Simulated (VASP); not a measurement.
AlAs: dielectric tensor with PBE

AlAs:

```
CELL_PARAMETERS angstrom
0.00000 2.83893 2.83893
2.83893 0.00000 2.83893
2.83893 2.83893 0.00000
ATOMIC_POSITIONS crystal
Al 0.00000 0.00000 0.00000
As 0.25000 0.25000 0.25000
```

- Program: VASP 6.6.1
- Task: dielectric tensor
- Functional: PBE
- Potentials or basis: VASP PAW PBE potentials, release 64 (Al, As_d)
- Cutoff: 400 eV
- k mesh: 6 × 6 × 6
- Occupations: gaussian, width 0.01 eV
- Spin: no spin polarisation
- Dipole correction: no
- Further INCAR settings: ALGO = Normal; EDIFF = 1e-08

```
Band gap on the k mesh                  : 1.46 eV (least direct gap 1.98 eV)
Electronic dielectric tensor (diagonal) : 11.02
Born charges (mean of the diagonal)     : Al +2.25; As -2.25 e
```

Levels at points of the mesh, in eV from the valence-band top:
| k point | band 5 | band 6 | band 7 | band 8 | band 9 | band 10 | band 11 | band 12 | band 13 |
| --- | --- | --- | --- | --- | --- | --- | --- | --- | --- |
| (0.00, 0.00, 0.00) | -34.34 | -11.82 | 0.00 | 0.00 | 0.00 | 1.98 | 4.28 | 4.28 | 4.28 |
| (0.50, 0.00, 0.00) | -34.34 | -10.42 | -5.53 | -0.82 | -0.82 | 2.11 | 4.68 | 4.68 | 7.74 |
| (0.50, 0.50, 0.00) | -34.34 | -9.88 | -5.39 | -2.15 | -2.15 | 1.46 | 2.30 | 10.27 | 10.27 |

Electronic dielectric tensor:
```
11.02  0.00  0.00
 0.00 11.02  0.00
 0.00  0.00 11.02
```

Born effective charge tensors (e):
atom 1, Al
```
2.25 0.00 0.00
0.00 2.25 0.00
0.00 0.00 2.25
```
atom 2, As
```
-2.25  0.00  0.00
 0.00 -2.25  0.00
 0.00  0.00 -2.25
```

Run time: 3.1 min on 1 thread of Intel(R) Xeon(R) Platinum 8259CL CPU @ 2.50GHz (Skylake/Cascade Lake) (shared host), peak memory 0.19 GiB.

A k mesh can miss the band edges. A hybrid or GW would open this gap; PBE tends to underestimate it.
